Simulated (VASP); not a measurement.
# SnSe (Pnma) in VASP: single point with PBE+D3(BJ)

Aim: the single point of SnSe with PBE+D3(BJ).

Program: VASP 6.6.1. These are calculated values, not measurements. Logs are shortened: lines on timing, memory, paths and dates and some standing lists are left out, and cuts for length are marked.

### Step 1. The cell of the first run

The structure is orthorhombic, space group Pnma (No. 62). Conventional cell: a = 11.882 Å, b = 4.208 Å, c = 4.617 Å, α = 90.00°, β = 90.00°, γ = 90.00°. Sn (site symmetry m) has 6 Se at 2.78 to 3.57 Å and 2 Sn at 3.79 Å within 3.8 Å. Se (site symmetry m) has 6 Sn at 2.78 to 3.57 Å within 3.7 Å.

### Step 2. Single point, PBE+D3(BJ) (28.86 Å³/atom)

Input file INCAR:

```
SYSTEM = SnSe
  PREC = Accurate
  ENCUT = 520
  EDIFF = 1E-6
  ISMEAR = 0
  SIGMA = 0.02
  LREAL = .FALSE.
  LASPH = .TRUE.
  NELM = 80
  ALGO = Normal
  ISIF = 2
  LWAVE = .FALSE.
  LCHARG = .TRUE.
  GGA = PE
  IVDW = 12
  LELF = .TRUE.
  LVHAR = .TRUE.
  NBANDS = 50
```

Input file KPOINTS:

```
regular mesh
0
G
  4 8 8
  0 0 0
```

Input file POSCAR:

```
SnSe
1.0
   11.8815993088      0.0000000000      0.0000000000
    0.0000000000      4.2084969441      0.0000000000
    0.0000000000      0.0000000000      4.6171199563
Sn Se
4 4
Direct
    0.1233724856      0.2500000000      0.1254146640
    0.3766275144      0.7500000000      0.6254146640
    0.6233724856      0.2500000000      0.3745853360
    0.8766275144      0.7500000000      0.8745853360
    0.3545359802      0.2500000000      0.0273413614
    0.1454640198      0.7500000000      0.5273413614
    0.8545359802      0.2500000000      0.4726586386
    0.6454640198      0.7500000000      0.9726586386
```

Potentials or basis: VASP PAW PBE potentials, release 64 (Sn_d, Se).

The run is started by

```sh
$ cat potpaw_PBE.64/Sn_d/POTCAR potpaw_PBE.64/Se/POTCAR > POTCAR
$ mpirun -np 1 vasp_std > vasp.out
```

OUTCAR:

```text
SYSTEM = SnSe
   PREC = Accurate
   ENCUT = 520
   EDIFF = 1E-6
   ISMEAR = 0
   LREAL = .FALSE.
   LASPH = .TRUE.
   NELM = 80
   ISIF = 2
   GGA = PE
   IVDW = 12
 IVDW          = 12

 ion  position               nearest neighbor table
   1  0.123  0.250  0.125-   5 2.78   6 2.82   6 2.82
   2  0.377  0.750  0.625-   6 2.78   5 2.82   5 2.82
   3  0.623  0.250  0.375-   7 2.78   8 2.82   8 2.82
   4  0.877  0.750  0.875-   8 2.78   7 2.82   7 2.82
   5  0.355  0.250  0.027-   1 2.78   2 2.82   2 2.82
   6  0.145  0.750  0.527-   2 2.78   1 2.82   1 2.82
   7  0.855  0.250  0.473-   3 2.78   4 2.82   4 2.82
   8  0.645  0.750  0.973-   4 2.78   3 2.82   3 2.82

  LATTYP: Found a simple orthorhombic cell.
 ALAT       =     4.2084969441
 B/A-ratio  =     1.0970947627
 C/A-ratio  =     2.8232405694

  Lattice vectors:

 A1 = (   0.0000000000,   4.2084969441,   0.0000000000)
 A2 = (   0.0000000000,   0.0000000000,   4.6171199563)
 A3 = (  11.8815993088,   0.0000000000,   0.0000000000)

Analysis of symmetry for initial positions (statically):
=====================================================================
 Subroutine PRICEL returns:
 Original cell was already a primitive cell.

 Routine SETGRP: Setting up the symmetry group for a
 simple orthorhombic supercell.

 Subroutine GETGRP returns: Found  8 space group operations
 (whereof  2 operations were pure point group operations)
 out of a pool of  8 trial point group operations.

The static configuration has the point symmetry S_2 .
 The point group associated with its full space group is D_2h.

Analysis of symmetry for dynamics (positions and initial velocities):
=====================================================================
 Subroutine PRICEL returns:
 Original cell was already a primitive cell.

 Routine SETGRP: Setting up the symmetry group for a
 simple orthorhombic supercell.

 Subroutine GETGRP returns: Found  8 space group operations
 (whereof  2 operations were pure point group operations)
 out of a pool of  8 trial point group operations.

The dynamic configuration has the point symmetry S_2 .
 The point group associated with its full space group is D_2h.

 Subroutine INISYM returns: Found  8 space group operations
 (whereof  2 operations are pure point group operations),
 and found     1 'primitive' translations

----------------------------------------------------------------------------------------

                                     Primitive cell

  volume of cell :     230.8730

  direct lattice vectors                    reciprocal lattice vectors
    11.881599309  0.000000000  0.000000000     0.084163754  0.000000000  0.000000000
     0.000000000  4.208496944  0.000000000     0.000000000  0.237614524  0.000000000
     0.000000000  0.000000000  4.617119956     0.000000000  0.000000000  0.216585233

  length of vectors
    11.881599309  4.208496944  4.617119956     0.084163754  0.237614524  0.216585233

  position of ions in fractional coordinates (direct lattice)
     0.123372486  0.250000000  0.125414664
     0.376627514  0.750000000  0.625414664
     0.623372486  0.250000000  0.374585336
     0.876627514  0.750000000  0.874585336
     0.354535980  0.250000000  0.027341361
     0.145464020  0.750000000  0.527341361
     0.854535980  0.250000000  0.472658639
     0.645464020  0.750000000  0.972658639

  ion indices of the primitive-cell ions
   primitive index   ion index
                 1           1
                 2           2
                 3           3
                 4           4
                 5           5
                 6           6
                 7           7
                 8           8

----------------------------------------------------------------------------------------

 KPOINTS: regular mesh

Automatic generation of k-mesh.
 Grid dimensions read from file:
 generate k-points for:    4    8    8

 Generating k-lattice:

  Cartesian coordinates                     Fractional coordinates (reciprocal lattice)
     0.021040938  0.000000000  0.000000000     0.250000000  0.000000000  0.000000000
     0.000000000  0.029701816  0.000000000     0.000000000  0.125000000  0.000000000
     0.000000000  0.000000000  0.027073154     0.000000000  0.000000000  0.125000000

  Length of vectors
     0.021040938  0.029701816  0.027073154

  Shift w.r.t. Gamma in fractional coordinates (k-lattice)
     0.000000000  0.000000000  0.000000000

 Subroutine IBZKPT returns following result:
 ===========================================

 Found     75 irreducible k-points:

 Following reciprocal coordinates:
            Coordinates               Weight
  0.000000  0.000000  0.000000      1.000000
  0.250000  0.000000  0.000000      2.000000
  0.500000  0.000000  0.000000      1.000000
  0.000000  0.125000  0.000000      2.000000
  0.250000  0.125000  0.000000      4.000000
  0.500000  0.125000  0.000000      2.000000
[... 16 lines left out ...]
  0.250000  0.250000  0.125000      8.000000
  0.500000  0.250000  0.125000      4.000000
 [... further k-points ...]
   k-points           NKPTS =     75   k-points in BZ     NKDIM =     75   number of bands    NBANDS=     50
   number of dos      NEDOS =    301   number of ions     NIONS =      8
   total plane-waves  NPLWV = 103680
   dimension x,y,z NGX =    90 NGY =   32 NGZ =   36
   dimension x,y,z NGXF=   180 NGYF=   64 NGZF=   72
   ions per type =               4   4
   NGX,Y,Z   is equivalent  to a cutoff of  12.59, 12.64, 12.96 a.u.
   NGXF,Y,Z  is equivalent  to a cutoff of  25.19, 25.28, 25.92 a.u.
 SYSTEM =  SnSe
   PREC   = accura    normal or accurate (medium, high low for compatibility)
   ISTART =      0    job   : 0-new  1-cont  2-samecut
   ICHARG =      2    charge: 1-file 2-atom 10-const
   ISPIN  =      1    spin polarized calculation?
   LNONCOLLINEAR =      F non collinear calculations
   LSORBIT =      F    spin-orbit coupling
   LASPH  =      T    aspherical Exc in radial PAW
   ENCUT  =  520.0 eV  38.22 Ry    6.18 a.u.  22.09  7.83  8.58*2*pi/ulx,y,z
   NELM   =     80;   NELMIN=  2; NELMDL= -5     # of ELM steps
   EDIFF  = 0.1E-05   stopping-criterion for ELM
   LREAL  =      F    real-space projection
   EDIFFG = 0.1E-04   stopping-criterion for IOM
   NSW    =      0    number of steps for IOM
   IBRION =     -1    ionic relax: 0-MD 1-quasi-New 2-CG
   NFREE  =      0    steps in history (QN), initial steepest desc. (CG)
   ISIF   =      2    stress and relaxation
   ISYM   =      2    0-nonsym 1-usesym 2-fastsym
   POTIM  = 0.5000    time-step for ionic-motion
   TEBEG  =    0.0;   TEEND  =   0.0 temperature during run
   PSTRESS=    0.0 pullay stress
   NELECT =      80.0000    total number of electrons
   NUPDOWN=      -1.0000    fix difference up-down
   EMIN   =  10.00;   EMAX   =-10.00  energy-range for DOS
   EFERMI =   0.00;   METHOD = LEGACY
   ISMEAR =     0;   SIGMA  =   0.02  broadening in eV -4-tet -1-fermi 0-gaus
   EFERMI_NEDOS =   21; number of points for ismear=-14 and -15
   IALGO  =     38    algorithm
   IMIX   =      4    mixing-type and parameters
     AMIX     =   0.40;   BMIX     =  1.00
     AMIX_MAG =   1.60;   BMIX_MAG =  1.00
  volume/ion in A,a.u.               =      28.86       194.75
  Fermi-wavevector in a.u.,A,eV,Ry     =   1.149866  2.172931 17.989504  1.322191
  Thomas-Fermi vector in A             =   2.286533
   LORBIT       =      0    0 simple, 1 ext, 2 COOP (PROOUT), +10 PAW based schemes
   GGA     = PE    functional components
   LHFCALC =     F    Hartree Fock is set to
   AEXX    =    0.0000 exact exchange contribution
   IVDW    =    12    specifies the selected vdW correction
   LEPSILON=     F    determine dielectric tensor
   LRPA    =     F    only Hartree local field effects (RPA)
 non-spin polarized calculation
 Gauss-broadening in eV      SIGMA  =   0.02
  energy-cutoff  :      520.00
  volume of cell :      230.87
 maximum number of plane-waves:      6244
 NGX is ok and might be reduce to    90
   NGX = 45   NGY = 15   NGZ = 17

 number of electron      79.9999986 magnetization

 Free energy of the ion-electron system (eV)
  ---------------------------------------------------
  ext. energy  EPLUGINS =         0.00000000
  ---------------------------------------------------
  free energy    TOTEN  =       -32.87978180 eV

  energy without entropy =      -32.87978180  energy(sigma->0) =      -32.87978180

 E-fermi :   4.6993     XC(G=0):  -9.3187

 val. band max:        4.5879233444   @ k =   0.0000   0.0000   0.3750
 cond. band min:       5.3073856276   @ k =   0.0000   0.3750   0.0000
 fundamental gap:      0.7194622831
 Fermi energy:         4.6993436812

 k-point     1 :       0.0000    0.0000    0.0000
  band No.  band energies     occupation
      1     -16.6610      2.00000
      2     -16.6547      2.00000
      3     -16.6494      2.00000
      4     -16.6481      2.00000
      5     -16.6471      2.00000
      6     -16.6458      2.00000
[... 42 lines left out ...]
     49       9.3148      0.00000
     50       9.3208      0.00000

 k-point     2 :       0.2500    0.0000    0.0000
  band No.  band energies     occupation
      1     -16.6602      2.00000
      2     -16.6558      2.00000
      3     -16.6490      2.00000
      4     -16.6479      2.00000
      5     -16.6474      2.00000
      6     -16.6465      2.00000
[... 42 lines left out ...]
     49       9.3148      0.00000
     50       9.5676      0.00000

 k-point     3 :       0.5000    0.0000    0.0000
  band No.  band energies     occupation
      1     -16.6581      2.00000
      2     -16.6581      2.00000
      3     -16.6481      2.00000
      4     -16.6481      2.00000
      5     -16.6473      2.00000
      6     -16.6473      2.00000
[... 42 lines left out ...]
     49       9.1994      0.00000
     50       9.1994      0.00000

 k-point     4 :       0.0000    0.1250    0.0000
  band No.  band energies     occupation
      1     -16.6587      2.00000
      2     -16.6536      2.00000
      3     -16.6494      2.00000
      4     -16.6479      2.00000
      5     -16.6466      2.00000
      6     -16.6456      2.00000
[... 999 lines left out ...]
 k-point    23 :       0.2500    0.2500    0.1250
  band No.  band energies     occupation
      1     -16.6556      2.00000
      2     -16.6542      2.00000
      3     -16.6527      2.00000
      4     -16.6519      2.00000
      5     -16.6450      2.00000
      6     -16.6440      2.00000
[... 42 lines left out ...]
     49       8.5184      0.00000
     50       9.0388      0.00000

 k-point    24 :       0.5000    0.2500    0.1250
  band No.  band energies     occupation
      1     -16.6550      2.00000
      2     -16.6550      2.00000
      3     -16.6521      2.00000
      4     -16.6521      2.00000
      5     -16.6446      2.00000
      6     -16.6446      2.00000
[... 42 lines left out ...]
     49       8.7330      0.00000
     50       8.7331      0.00000

 [... further k-points ...]

------------------------ aborting loop because EDIFF is reached ----------------------------------------

 Edisp (eV)   -2.71905

 E8    (eV) :    -1.2299

  FORCE on cell =-STRESS in cart. coord.  units (eV):
  Direction    XX          YY          ZZ          XY          YZ          ZX
  --------------------------------------------------------------------------------------
  -------------------------------------------------------------------------------------
  Total      -1.37497    -1.32870    -1.38660     0.00000     0.00000     0.00000
  in kB      -9.54178    -9.22071    -9.62254     0.00000     0.00000     0.00000
  external pressure =       -9.46 kB  Pullay stress =        0.00 kB

 VOLUME and BASIS-vectors are now :
 -----------------------------------------------------------------------------
  energy-cutoff  :      520.00
  volume of cell :      230.87
      direct lattice vectors                 reciprocal lattice vectors
    11.881599309  0.000000000  0.000000000     0.084163754  0.000000000  0.000000000
     0.000000000  4.208496944  0.000000000     0.000000000  0.237614524  0.000000000
     0.000000000  0.000000000  4.617119956     0.000000000  0.000000000  0.216585233

 POSITION                                       TOTAL-FORCE (eV/Angst)
 -----------------------------------------------------------------------------------
      1.46586      1.05212      0.57905        -0.013089     -0.000000     -0.008265
      4.47494      3.15637      2.88761         0.013089      0.000000     -0.008265
      7.40666      1.05212      1.72951        -0.013089     -0.000000      0.008265
     10.41574      3.15637      4.03807         0.013089      0.000000      0.008265
      4.21245      1.05212      0.12624         0.005338     -0.000000      0.007445
      1.72835      3.15637      2.43480        -0.005338     -0.000000      0.007445
     10.15325      1.05212      2.18232         0.005338      0.000000     -0.007445
      7.66914      3.15637      4.49088        -0.005338      0.000000     -0.007445
 -----------------------------------------------------------------------------------
    total drift:                                0.000000      0.000000      0.000000

  FREE ENERGIE OF THE ION-ELECTRON SYSTEM (eV)
  ---------------------------------------------------
  free  energy   TOTEN  =       -35.5988281339 eV

  energy  without entropy=      -35.5988281339  energy(sigma->0) =      -35.59882813
```

Wall time 22 min (1 thread of Oxide Virtual Turin-like, shared host); peak memory 0.72 GiB.

What came out:

* Free energy: -35.5988 eV
* Pressure: -0.9 GPa
* Largest force: 0.015 eV/Å
* Band gap on the k mesh: 0.72 eV (least direct gap 0.95 eV)
* Dispersion energy per atom: -0.340 eV

Forces on the atoms (eV/Å):
```
Sn  -0.013  0.000 -0.008
Sn   0.013  0.000 -0.008
Sn  -0.013  0.000  0.008
Sn   0.013  0.000  0.008
Se   0.005  0.000  0.007
Se  -0.005  0.000  0.007
Se   0.005  0.000 -0.007
Se  -0.005  0.000 -0.007
```

Caveat: semilocal functionals underestimate gaps, and a narrow one can read as zero; spin-orbit coupling is left out, which moves the levels of the heavy elements. A k mesh can miss the band edges.
